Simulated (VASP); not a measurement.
Here is a VASP 6.6.1 calculation.

Contents of INCAR:

```
SYSTEM = Be
PREC = Accurate
ENCUT = 520
EDIFF = 1E-7
ISMEAR = -1
SIGMA = 0.1
LREAL = .False.
LASPH = .True.
NELM = 100
ALGO = Normal
ISIF = 2
LWAVE = .False.
LCHARG = .False.
GGA = RP
NBANDS = 10
```

KPOINTS

```
Automatic mesh
0
Gamma
  11 11 16
  0 0 0
```

POSCAR

```
Be
1.0
    3.7378660721      0.0000000000      0.0000000000
   -1.8689330360      3.2370869744      0.0000000000
    0.0000000000      0.0000000000      2.3018321779
Be
3
Direct
    0.0000000000      0.0000000000      0.0000000000
    0.3333333333      0.6666666667      0.5000000000
    0.6666666667      0.3333333333      0.5000000000
```

Potentials or basis: VASP PAW PBE potentials, release 64 (Be).

The run is started by

```sh
$ cat potpaw_PBE.64/Be/POTCAR > POTCAR
$ mpirun -np 1 vasp_std > vasp.out
```

(1) What does it give for the band gap on the k mesh?

(2) Predict the pressure.

Results:

(1) zero (band 3 reaches 9.84 eV, above the bottom of band 4 at 5.61 eV).

(2) -10.3 GPa.

Caveat: the PAW data sets were made with another functional, which shifts forces and pressure a little.
